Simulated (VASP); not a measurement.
# MoN2 (Cmmm) in VASP: a series of runs

Runs on MoN2. Level: PBEsol. Tasks: single point.

Everything below comes from runs of VASP 6.6.1. Logs are shortened: lines on timing, memory, paths and dates and some standing lists are left out, and cuts for length are marked.

## (1) The cell of the first run

Symmetry: Cmmm, No. 65, orthorhombic system. The conventional cell has a = 6.032 Å, b = 6.093 Å, c = 2.728 Å, α = 90.00°, β = 90.00°, γ = 90.00°. Within 3.1 Å of Mo (site symmetry 2/m) lie 16 N at 2.20 to 3.00 Å and 6 Mo at 2.73 to 3.05 Å. N (site symmetry 2mm) has 1 N at 1.36 Å within 1.8 Å. Within 1.8 Å of N (site symmetry m2m) lie 1 N at 1.37 Å.

## (2) Single point, PBEsol (strain -0.0100 x Voigt [0, 0, 0, 0, 0, 1])

INCAR reads:

```
SYSTEM = MoN2
  PREC = Accurate
  ENCUT = 520
  EDIFF = 1E-7
  ISMEAR = 0
  SIGMA = 0.15
  LREAL = .FALSE.
  LASPH = .TRUE.
  NELM = 80
  ALGO = Fast
  ISIF = 2
  LWAVE = .FALSE.
  LCHARG = .TRUE.
  GGA = PS
  LELF = .TRUE.
  LVHAR = .TRUE.
  NBANDS = 33
```

KPOINTS reads:

```
regular mesh
0
G
  12 12 18
  0 0 0
```

POSCAR reads:

```
MoN2
1.0
    4.2866467491     -0.0214332337      0.0000000000
   -0.0214332337      4.2866467491      0.0000000000
    0.0000000000      0.0000000000      2.7284347069
Mo N
2 4
Direct
    0.5000000000      0.5000000000      0.0000000000
    0.0000000000      0.0000000000      0.0000000000
    0.8872955619      0.3872955619      0.5000000000
    0.1127044381      0.6127044381      0.5000000000
    0.3872955619      0.1127044381      0.5000000000
    0.6127044381      0.8872955619      0.5000000000
```

Potentials or basis: VASP PAW PBE potentials, release 64 (Mo_sv, N).

Run with:

```bash
> cat potpaw_PBE.64/Mo_sv/POTCAR potpaw_PBE.64/N/POTCAR > POTCAR
> mpirun -np 1 vasp_std > vasp.out
```

OUTCAR:

```text
SYSTEM = MoN2
   PREC = Accurate
   ENCUT = 520
   EDIFF = 1E-7
   ISMEAR = 0
   LREAL = .FALSE.
   LASPH = .TRUE.
   NELM = 80
   ISIF = 2
   GGA = PS

 ion  position               nearest neighbor table
   1  0.500  0.500  0.000-   5 2.20   6 2.20   5 2.20   6 2.20   3 2.21   4 2.21   3 2.21   4 2.21
                             2 3.02   2 3.02   2 3.05   2 3.05
   2  0.000  0.000  0.000-   5 2.20   6 2.20   5 2.20   6 2.20   3 2.21   4 2.21   3 2.21   4 2.21
                             1 3.02   1 3.02   1 3.05   1 3.05
   3  0.887  0.387  0.500-   4 1.36   2 2.21   1 2.21   1 2.21   2 2.21
   4  0.113  0.613  0.500-   3 1.36   2 2.21   1 2.21   1 2.21   2 2.21
   5  0.387  0.113  0.500-   6 1.37   2 2.20   1 2.20   1 2.20   2 2.20
   6  0.613  0.887  0.500-   5 1.37   2 2.20   1 2.20   1 2.20   2 2.20

  LATTYP: Found a base centered orthorhombic cell.
 ALAT       =     6.0319227999
 B/A-ratio  =     1.0100502512
 C/A-ratio  =     0.4523324978

  Lattice vectors:

 A1 = (   4.2866467491,  -0.0214332337,   0.0000000000)
 A2 = (  -0.0214332337,   4.2866467491,   0.0000000000)
 A3 = (   0.0000000000,   0.0000000000,   2.7284347069)

Analysis of symmetry for initial positions (statically):
=====================================================================
 Subroutine PRICEL returns:
 Original cell was already a primitive cell.

 Routine SETGRP: Setting up the symmetry group for a
 base centered orthorhombic supercell.

 Subroutine GETGRP returns: Found  8 space group operations
 (whereof  4 operations were pure point group operations)
 out of a pool of  8 trial point group operations.

The static configuration has the point symmetry C_2h.
 The point group associated with its full space group is D_2h.

Analysis of symmetry for dynamics (positions and initial velocities):
=====================================================================
 Subroutine PRICEL returns:
 Original cell was already a primitive cell.

 Routine SETGRP: Setting up the symmetry group for a
 base centered orthorhombic supercell.

 Subroutine GETGRP returns: Found  8 space group operations
 (whereof  4 operations were pure point group operations)
 out of a pool of  8 trial point group operations.

The dynamic configuration has the point symmetry C_2h.
 The point group associated with its full space group is D_2h.

 Subroutine INISYM returns: Found  8 space group operations
 (whereof  4 operations are pure point group operations),
 and found     1 'primitive' translations

----------------------------------------------------------------------------------------

                                     Primitive cell

  volume of cell :      50.1347

  direct lattice vectors                    reciprocal lattice vectors
     4.286646749 -0.021433234  0.000000000     0.233288409  0.001166442  0.000000000
    -0.021433234  4.286646749  0.000000000     0.001166442  0.233288409  0.000000000
     0.000000000  0.000000000  2.728434707     0.000000000  0.000000000  0.366510511

  length of vectors
     4.286700332  4.286700332  2.728434707     0.233291325  0.233291325  0.366510511

  position of ions in fractional coordinates (direct lattice)
     0.500000000  0.500000000  0.000000000
     0.000000000  0.000000000  0.000000000
     0.887295562  0.387295562  0.500000000
     0.112704438  0.612704438  0.500000000
     0.387295562  0.112704438  0.500000000
     0.612704438  0.887295562  0.500000000

  ion indices of the primitive-cell ions
   primitive index   ion index
                 1           1
                 2           2
                 3           3
                 4           4
                 5           5
                 6           6

----------------------------------------------------------------------------------------

 KPOINTS: regular mesh

Automatic generation of k-mesh.
 Grid dimensions read from file:
 generate k-points for:   12   12   18

 Generating k-lattice:

  Cartesian coordinates                     Fractional coordinates (reciprocal lattice)
     0.019440701  0.000097204  0.000000000     0.083333333 -0.000000000  0.000000000
     0.000097204  0.019440701  0.000000000    -0.000000000  0.083333333  0.000000000
     0.000000000  0.000000000  0.020361695     0.000000000  0.000000000  0.055555556

  Length of vectors
     0.019440944  0.019440944  0.020361695

  Shift w.r.t. Gamma in fractional coordinates (k-lattice)
     0.000000000  0.000000000  0.000000000

 Subroutine IBZKPT returns following result:
 ===========================================

 Found    430 irreducible k-points:

 Following reciprocal coordinates:
            Coordinates               Weight
  0.000000  0.000000  0.000000      1.000000
  0.083333  0.000000  0.000000      4.000000
  0.166667  0.000000  0.000000      4.000000
  0.250000  0.000000  0.000000      4.000000
  0.333333  0.000000  0.000000      4.000000
  0.416667  0.000000  0.000000      4.000000
[... 16 lines left out ...]
  0.500000  0.166667  0.000000      4.000000
 -0.416667  0.166667  0.000000      4.000000
 [... further k-points ...]
   k-points           NKPTS =    430   k-points in BZ     NKDIM =    430   number of bands    NBANDS=     33
   number of dos      NEDOS =    301   number of ions     NIONS =      6
   total plane-waves  NPLWV =  20480
   dimension x,y,z NGX =    32 NGY =   32 NGZ =   20
   dimension x,y,z NGXF=    64 NGYF=   64 NGZF=   40
   ions per type =               2   4
   NGX,Y,Z   is equivalent  to a cutoff of  12.41, 12.41, 12.19 a.u.
   NGXF,Y,Z  is equivalent  to a cutoff of  24.82, 24.82, 24.37 a.u.
 SYSTEM =  MoN2
   PREC   = accura    normal or accurate (medium, high low for compatibility)
   ISTART =      0    job   : 0-new  1-cont  2-samecut
   ICHARG =      2    charge: 1-file 2-atom 10-const
   ISPIN  =      1    spin polarized calculation?
   LNONCOLLINEAR =      F non collinear calculations
   LSORBIT =      F    spin-orbit coupling
   LASPH  =      T    aspherical Exc in radial PAW
   ENCUT  =  520.0 eV  38.22 Ry    6.18 a.u.   7.97  7.97  5.07*2*pi/ulx,y,z
   NELM   =     80;   NELMIN=  2; NELMDL= -5     # of ELM steps
   EDIFF  = 0.1E-06   stopping-criterion for ELM
   LREAL  =      F    real-space projection
   EDIFFG = 0.1E-05   stopping-criterion for IOM
   NSW    =      0    number of steps for IOM
   IBRION =     -1    ionic relax: 0-MD 1-quasi-New 2-CG
   NFREE  =      0    steps in history (QN), initial steepest desc. (CG)
   ISIF   =      2    stress and relaxation
   ISYM   =      2    0-nonsym 1-usesym 2-fastsym
   POTIM  = 0.5000    time-step for ionic-motion
   TEBEG  =    0.0;   TEEND  =   0.0 temperature during run
   PSTRESS=    0.0 pullay stress
   NELECT =      48.0000    total number of electrons
   NUPDOWN=      -1.0000    fix difference up-down
   EMIN   =  10.00;   EMAX   =-10.00  energy-range for DOS
   EFERMI =   0.00;   METHOD = LEGACY
   ISMEAR =     0;   SIGMA  =   0.15  broadening in eV -4-tet -1-fermi 0-gaus
   EFERMI_NEDOS =   21; number of points for ismear=-14 and -15
   IALGO  =     68    algorithm
   IMIX   =      4    mixing-type and parameters
     AMIX     =   0.40;   BMIX     =  1.00
     AMIX_MAG =   1.60;   BMIX_MAG =  1.00
  volume/ion in A,a.u.               =       8.36        56.39
  Fermi-wavevector in a.u.,A,eV,Ry     =   1.613526  3.049121 35.422293  2.603465
  Thomas-Fermi vector in A             =   2.708581
   LORBIT       =      0    0 simple, 1 ext, 2 COOP (PROOUT), +10 PAW based schemes
   GGA     = PS    functional components
   LHFCALC =     F    Hartree Fock is set to
   AEXX    =    0.0000 exact exchange contribution
   IVDW    =     0    specifies the selected vdW correction
   LEPSILON=     F    determine dielectric tensor
   LRPA    =     F    only Hartree local field effects (RPA)
 non-spin polarized calculation
 RMM-DIIS sequential band-by-band and
 Gauss-broadening in eV      SIGMA  =   0.15
  energy-cutoff  :      520.00
  volume of cell :       50.13
 maximum number of plane-waves:      1378
   NGX = 15   NGY = 15   NGZ = 11

 number of electron      48.0000003 magnetization

 Free energy of the ion-electron system (eV)
  ---------------------------------------------------
  ext. energy  EPLUGINS =         0.00000000
  ---------------------------------------------------
  free energy    TOTEN  =       -58.79313085 eV

  energy without entropy =      -58.77356728  energy(sigma->0) =      -58.78334906

 E-fermi :  12.6753     XC(G=0): -14.1064

 val. band max:       12.6729443849   @ k =  -0.4167   0.3333   0.1667
 cond. band min:      12.6767082579   @ k =  -0.3333   0.0833   0.3889
 fundamental gap:      0.0037638730
 Fermi energy:        12.6753384364

 k-point     1 :       0.0000    0.0000    0.0000
  band No.  band energies     occupation
      1     -49.2928      2.00000
      2     -49.2197      2.00000
      3     -23.5764      2.00000
      4     -23.5498      2.00000
      5     -23.1775      2.00000
      6     -23.1597      2.00000
[... 25 lines left out ...]
     32      18.8152      0.00000
     33      20.4794      0.00000

 k-point     2 :       0.0833    0.0000    0.0000
  band No.  band energies     occupation
      1     -49.2915      2.00000
      2     -49.2209      2.00000
      3     -23.5703      2.00000
      4     -23.5444      2.00000
      5     -23.1850      2.00000
      6     -23.1679      2.00000
[... 25 lines left out ...]
     32      18.7230      0.00000
     33      20.3891      0.00000
[... 754 lines left out ...]
     32      16.5623      0.00000
     33      20.6525      0.00000

 k-point    24 :      -0.4167    0.1667    0.0000
  band No.  band energies     occupation
      1     -49.2652      2.00000
      2     -49.2467      2.00000
      3     -23.5619      2.00000
      4     -23.4631      2.00000
      5     -23.2983      2.00000
      6     -23.2048      2.00000
[... 25 lines left out ...]
     32      17.0120      0.00000
     33      20.0073      0.00000

 [... further k-points ...]

------------------------ aborting loop because EDIFF is reached ----------------------------------------

  FORCE on cell =-STRESS in cart. coord.  units (eV):
  Direction    XX          YY          ZZ          XY          YZ          ZX
  --------------------------------------------------------------------------------------
  -------------------------------------------------------------------------------------
  Total        0.4468247      0.4468247     -0.1105949      0.9569272      0.0000000      0.0000000
  in kB       14.2793896     14.2793896     -3.5343352     30.5809785      0.0000000      0.0000000
  external PRESSURE =       8.3414813 kB  Pullay stress =       0.0000000 kB

 VOLUME and BASIS-vectors are now :
 -----------------------------------------------------------------------------
  energy-cutoff  :      520.00
  volume of cell :       50.13
      direct lattice vectors                 reciprocal lattice vectors
     4.286646749 -0.021433234  0.000000000     0.233288409  0.001166442  0.000000000
    -0.021433234  4.286646749  0.000000000     0.001166442  0.233288409  0.000000000
     0.000000000  0.000000000  2.728434707     0.000000000  0.000000000  0.366510511

 POSITION                                       TOTAL-FORCE (eV/Angst)
 -----------------------------------------------------------------------------------
      2.13261      2.13261      0.00000         0.000000      0.000000      0.000000
      0.00000      0.00000      0.00000         0.000000      0.000000      0.000000
      3.79522      1.64118      1.36422        -0.177742     -0.177742      0.000000
      0.46999      2.62403      1.36422         0.177742      0.177742      0.000000
      1.65778      0.47482      1.36422        -0.024367      0.024367      0.000000
      2.60743      3.79039      1.36422         0.024367     -0.024367      0.000000
 -----------------------------------------------------------------------------------
    total drift:                                0.000000     -0.000000     -0.000000

  FREE ENERGIE OF THE ION-ELECTRON SYSTEM (eV)
  ---------------------------------------------------
  free  energy   TOTEN  =       -58.7931308487 eV

  energy  without entropy=      -58.7735672776  energy(sigma->0) =      -58.78334906
```

It took 13 min on 1 thread of Oxide Virtual Turin-like, shared host; peak memory 0.55 GiB.

Results:

- Free energy: -58.7931 eV
- Pressure: 0.8 GPa
- Largest force: 0.251 eV/Å
- Band gap on the k mesh: zero (bands 24 and 25 overlap by 2.30 eV)

Forces in eV/Å, atoms in the order of the input:
```
Mo   0.000  0.000  0.000
Mo   0.000  0.000  0.000
N   -0.178 -0.178  0.000
N    0.178  0.178  0.000
N   -0.024  0.024  0.000
N    0.024 -0.024  0.000
```

Caveat: the cell differs from its parent crystal (strain -0.0100 x Voigt [0, 0, 0, 0, 0, 1]); the PAW data sets were made with another functional, which shifts forces and pressure a little.

## (3) Single point, PBEsol (strain +0.0050 x Voigt [0, 0, 0, 0, 0, 1])

INCAR reads:

```
PREC     = Accurate       # precision mode
ENCUT    = 520            # plane-wave cutoff, eV
EDIFF    = 1E-7           # SCF threshold, eV
ISMEAR   = 0              # smearing method
SIGMA    = 0.15           # smearing width, eV
LREAL    = False          # projectors in reciprocal space
LASPH    = True           # aspherical terms in the spheres
NELM     = 60             # most SCF steps
ALGO     = Fast           # electronic algorithm
ISIF     = 2              # what is computed and relaxed
LWAVE    = False          # write WAVECAR
LCHARG   = False          # write CHGCAR
GGA      = PS             # functional
NBANDS   = 33             # bands
```

KPOINTS reads:

```
Automatic mesh
0
Gamma
  12 12 18
```

Changes to POSCAR since step 2:

```diff
@@ -2,4 +2,4 @@
 1.0
-    4.2866467491     -0.0214332337      0.0000000000
-   -0.0214332337      4.2866467491      0.0000000000
+    4.2866467491      0.0107166169      0.0000000000
+    0.0107166169      4.2866467491      0.0000000000
     0.0000000000      0.0000000000      2.7284347069
```

Potentials or basis: VASP PAW PBE potentials, release 64 (Mo_sv, N).

Run with:

```bash
> cat potpaw_PBE.64/Mo_sv/POTCAR potpaw_PBE.64/N/POTCAR > POTCAR
> mpirun -np 1 vasp_std > vasp.out
```

Run time: 11 min. Hardware: 1 thread of Oxide Virtual Turin-like, shared host; peak memory 0.55 GiB.

Results (log left out):

| Quantity | Value |
| --- | --- |
| Free energy | -58.7967 eV |
| Pressure | 0.8 GPa |
| Largest force | 0.194 eV/Å |
| Band gap on the k mesh | zero (bands 24 and 25 overlap by 2.28 eV) |

Forces on the atoms (eV/Å):
```
Mo   0.000  0.000  0.000
Mo   0.000  0.000  0.000
N   -0.060 -0.060  0.000
N    0.060  0.060  0.000
N   -0.137  0.137  0.000
N    0.137 -0.137  0.000
```

Stress tensor (GPa, compression positive):
```
 1.37 -1.52  0.00
-1.52  1.37  0.00
 0.00  0.00 -0.34
```

Levels at points of the mesh, in eV from the Fermi level:
| k point | band 22 | band 23 | band 24 | band 25 | band 26 | band 27 |
| --- | --- | --- | --- | --- | --- | --- |
| (0.00, 0.00, 0.00) | -3.18 | -2.41 | -1.87 | 0.59 | 0.62 | 1.09 |
| (0.50, 0.00, 0.00) | -2.13 | -1.26 | -1.23 | -0.46 | -0.41 | 2.28 |
| (0.50, 0.50, 0.00) | -0.88 | 0.45 | 0.49 | 0.52 | 0.63 | 1.03 |
| (0.00, 0.00, 0.50) | -2.12 | 0.77 | 1.06 | 2.23 | 2.34 | 2.60 |
| (0.50, 0.00, 0.50) | -2.57 | -1.14 | -1.14 | 2.63 | 2.64 | 3.25 |
| (0.50, 0.50, 0.50) | -5.39 | -1.48 | -1.41 | 2.54 | 2.61 | 3.57 |

Caveat: the cell differs from its parent crystal (strain +0.0050 x Voigt [0, 0, 0, 0, 0, 1]); the PAW data sets were made with another functional, which shifts forces and pressure a little.
